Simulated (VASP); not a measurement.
Ta2Be17, 19 atoms in the cell. Symmetry: R-3m, No. 166, trigonal system. The conventional cell has a = 7.355 Å, b = 7.355 Å, c = 10.702 Å, α = 90.00°, β = 90.00°, γ = 120.00°. Ta (site symmetry 3m) has 19 Be at 2.58 to 2.82 Å and 1 Ta at 3.42 Å within 3.5 Å. Within 2.8 Å of Be (site symmetry 3m) lie 13 Be at 2.12 to 2.42 Å and 1 Ta at 2.58 Å. Within 2.9 Å of Be (site symmetry 2/m) lie 10 Be at 2.10 to 2.24 Å and 2 Ta at 2.82 Å. Be (site symmetry 2) has 10 Be at 2.10 to 2.42 Å and 2 Ta at 2.60 Å within 2.8 Å. Within 2.8 Å of Be (site symmetry m) lie 9 Be at 2.10 to 2.32 Å and 3 Ta at 2.62 to 2.77 Å. 

```yaml
Program: VASP 6.6.1
Task: relaxation of cell and atoms
Functional: PBEsol
Potentials_or_basis: VASP PAW PBE potentials, release 64 (Ta_pv, Be)
Cutoff: 600 eV
k_mesh: 6 × 6 × 6
Occupations: gaussian, width 0.1 eV
Spin: no spin polarisation
Dipole_correction: no
Further_INCAR_settings: LREAL = Auto; ALGO = Normal; EDIFF = 1e-06; IBRION = 2; EDIFFG = -0.01; NSW = 100; ISIF = 3
```

Potentials or basis: VASP PAW PBE potentials, release 64 (Ta_pv, Be).

Run with:

```sh
$ cat potpaw_PBE.64/Ta_pv/POTCAR potpaw_PBE.64/Be/POTCAR > POTCAR
$ mpirun -np 1 vasp_std > vasp.out
```

Hardware: 1 thread of AMD EPYC 9R45 96-Core Processor (Zen 5), with other jobs on the host.

Task: Estimate the wall time of this run.

Result: Wall time 12 min on 1 thread of AMD EPYC 9R45 96-Core Processor (Zen 5) (shared host), peak memory 0.41 GiB. Counts: scf iterations 34, k points 32, ion steps 5.
